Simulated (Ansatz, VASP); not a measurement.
# Al in VASP and in Ansatz

```xyz
8
Lattice="2.8572 0.0000 0.0000 0.0000 4.0406 0.0000 0.0000 0.0000 25.0000" Properties=species:S:1:pos:R:3 pbc="T T T"
Al    1.4286    2.0203    7.5356
Al    0.0000    0.0000    8.8434
Al    1.4286    2.0203   10.3427
Al    0.0000    0.0000   11.7504
Al    1.4286    2.0203   13.2496
Al    0.0000    0.0000   14.6573
Al    1.4286    2.0203   16.1566
Al    0.0000    0.0000   17.4645
```

Alike in both runs: functional PBE; k mesh 12 × 9 × 1; occupations gaussian, width 0.1 eV; no spin polarisation.

Ansatz relaxed the structure, and its values are those at the end. VASP's run is a single point on that final structure, the one shown.

|  | VASP | Ansatz |
| --- | --- | --- |
| version | VASP 6.6.1 | Ansatz 0.2.0 |
| potentials or method | VASP PAW PBE potentials, release 64 (Al), cutoff 520 eV | scalar-relativistic, plane waves, PAW |
| valence electrons in the cell | 24 | 24 |

```csv
,VASP,Ansatz,Ansatz less VASP
gap on the k mesh at the Fermi level (eV),none,none,-
rms of the force components (eV/Å),0.004,0.004,-0.0001
```

A gap of «none» marks a metal or a gap that the smearing closes. With one functional, cell and mesh, what is left measures potentials, basis and numerics. Ansatz's warnings: xc potential rough in thin density.
